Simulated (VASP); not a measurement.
YIr2, 6 atoms in the cell. It takes space group Fd-3m (No. 227, cubic). Conventional cell: a = 7.689 Å, b = 7.689 Å, c = 7.689 Å, α = 90.00°, β = 90.00°, γ = 90.00°. Within 4.2 Å of Y (site symmetry -43m) lie 12 Ir at 3.19 Å and 4 Y at 3.33 Å. Ir (site symmetry -3m) has 6 Ir at 2.72 Å and 6 Y at 3.19 Å within 3.6 Å. 

```yaml
Program: VASP 6.6.1
Task: single point
Functional: r2SCAN
Potentials_or_basis: VASP PAW PBE potentials, release 64 (Y_sv, Ir)
Cutoff: 520 eV
k_mesh: 8 × 8 × 8
Occupations: fermi-dirac, width 0.1 eV
Spin: no spin polarisation
Dipole_correction: no
Further_INCAR_settings: ALGO = Normal; EDIFF = 1e-07; NBANDS = 38
```

Potentials or basis: VASP PAW PBE potentials, release 64 (Y_sv, Ir).

The run is started by

```console
$ cat potpaw_PBE.64/Y_sv/POTCAR potpaw_PBE.64/Ir/POTCAR > POTCAR
$ cp INCAR.step1 INCAR
$ mpirun -np 1 vasp_std > vasp.out
$ cp INCAR.step2 INCAR
$ mpirun -np 1 vasp_std > vasp.out
```

Hardware: 1 thread of Intel(R) Xeon(R) Platinum 8259CL CPU @ 2.50GHz (Skylake/Cascade Lake) (shared host).

Q: Estimate the wall time of this run.

A: It took 8.9 min on 1 thread of Intel(R) Xeon(R) Platinum 8259CL CPU @ 2.50GHz (Skylake/Cascade Lake), on a shared host, peak memory 0.34 GiB. Counts: k points 29.
